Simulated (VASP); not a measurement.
Input of a VASP 6.6.1 run:

The input POSCAR:

```
HfO2
1.0
    5.2465054140      0.0000000000      0.0000000000
    0.0000000000      5.0303679133      0.0000000000
    0.0000000000      0.0000000000      5.0592999164
Hf O
4 8
Direct
    0.0325089217      0.2670180870      0.2410877183
    0.4674910783      0.2670180870      0.7410877183
    0.5325089217      0.7329819130      0.2410877183
    0.9674910783      0.7329819130      0.7410877183
    0.3670345754      0.0700138337      0.3807677172
    0.1329654246      0.0700138337      0.8807677172
    0.7321739055      0.4610930297      0.4911445644
    0.7678260945      0.4610930297      0.9911445644
    0.2678260945      0.5389069703      0.9911445644
    0.2321739055      0.5389069703      0.4911445644
    0.8670345754      0.9299861663      0.3807677172
    0.6329654246      0.9299861663      0.8807677172
```

File INCAR.step1:

```
  ALGO = Normal
  EDIFF = 1E-4
  ENCUT = 520
  GGA = PE
  ISMEAR = -1
  LASPH = T
  LCHARG = F
  LREAL = F
  LWAVE = T
  NBANDS = 56
  NELM = 60
  PREC = Accurate
  SIGMA = 0.02
```

Contents of INCAR.step2:

```
  ALGO = Normal
  EDIFF = 1E-6
  ENCUT = 520
  ISIF = 2
  ISMEAR = -1
  ISTART = 1
  LASPH = T
  LCHARG = T
  LELF = T
  LMIXTAU = T
  LREAL = F
  LVHAR = T
  LWAVE = F
  METAGGA = R2SCAN
  NBANDS = 56
  NELM = 60
  PREC = Accurate
  SIGMA = 0.02
```

Contents of KPOINTS:

```
k-points
0
Gamma
  4 4 4
```

Potentials or basis: VASP PAW PBE potentials, release 64 (Hf_pv, O).

Launch:

```sh
$ cat potpaw_PBE.64/Hf_pv/POTCAR potpaw_PBE.64/O/POTCAR > POTCAR
$ cp INCAR.step1 INCAR
$ mpirun -np 1 vasp_std > vasp.out
$ cp INCAR.step2 INCAR
$ mpirun -np 1 vasp_std > vasp.out
```

(1) What does it give for the band gap on the k mesh?

(2) Predict the largest force.

(3) Predict the pressure.

Answers

(1) 4.94 eV (least direct gap 5.14 eV).

(2) 0.066 eV/Å.

(3) -3.5 GPa.

Caveat: the cell stands under tension; the PAW data sets were made with another functional, which shifts forces and pressure a little; spin-orbit coupling is left out, which moves the levels of the heavy elements.
